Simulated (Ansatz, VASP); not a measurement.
LiCl in VASP and in Ansatz

INCAR

```
SYSTEM = LiCl
PREC = Accurate
ENCUT = 750
EDIFF = 1E-6
ISMEAR = 0
SIGMA = 0.01
LREAL = .False.
LASPH = .True.
NELM = 120
ALGO = Normal
ISIF = 2
LWAVE = .False.
LCHARG = .True.
GGA = PS
LELF = .True.
LVHAR = .True.
NBANDS = 12
GGA_COMPAT = .False.
```

KPOINTS

```
regular mesh
0
Gamma
  4 4 4
  0 0 0
```

The input POSCAR:

```
LiCl
1.0
    3.6271330000      0.0000000000      0.0000000000
    1.8135665000      3.1411893209      0.0000000000
    1.8135665000      1.0470631070      2.9615416931
Li Cl
1 1
Direct
    0.0000000000      0.0000000000      0.0000000000
    0.5000000000      0.5000000000      0.5000000000
```

Input for Ansatz:

```yaml
crystal:
  lattice:
    - [3.627133, 0.0, 0.0]
    - [1.8135665000000005, 3.1411893209048625, 0.0]
    - [1.8135665000000005, 1.0470631069682876, 2.9615416930701253]
  atoms:
    - { symbol: Li, position: [0.0, 0.0, 0.0] }
    - { symbol: Cl, position: [0.49999999999999994, 0.5000000000000001, 0.5] }
kpoints:
  mp_grid:
    grid: [4, 4, 4]
hamiltonian:
  xc: pbesol
scf:
  occupations:
    method: fixed
output:
  eigenvalues: true
```

Alike in both runs: task single point; functional PBEsol; k mesh 4 × 4 × 4; no spin polarisation.

|  | VASP | Ansatz |
| --- | --- | --- |
| version | VASP 6.6.1 | Ansatz 0.2.0 |
| potentials or method | VASP PAW PBE potentials, release 64 (Li_sv, Cl) | plane waves, PAW |
| plane-wave cutoff (eV) | 750 | 420 |
| occupations | gaussian, width 0.01 eV | fixed |
| valence electrons in the cell | 10 | 10 |

|  | VASP | Ansatz | Ansatz less VASP |
| --- | --- | --- | --- |
| gap on the k mesh at the Fermi level (eV) | 6.13 | 6.12 | -0.002 |

VASP's potentials were made for PBE, not for PBEsol.

The k mesh is coarse, so the values compare programs but aren't converged.
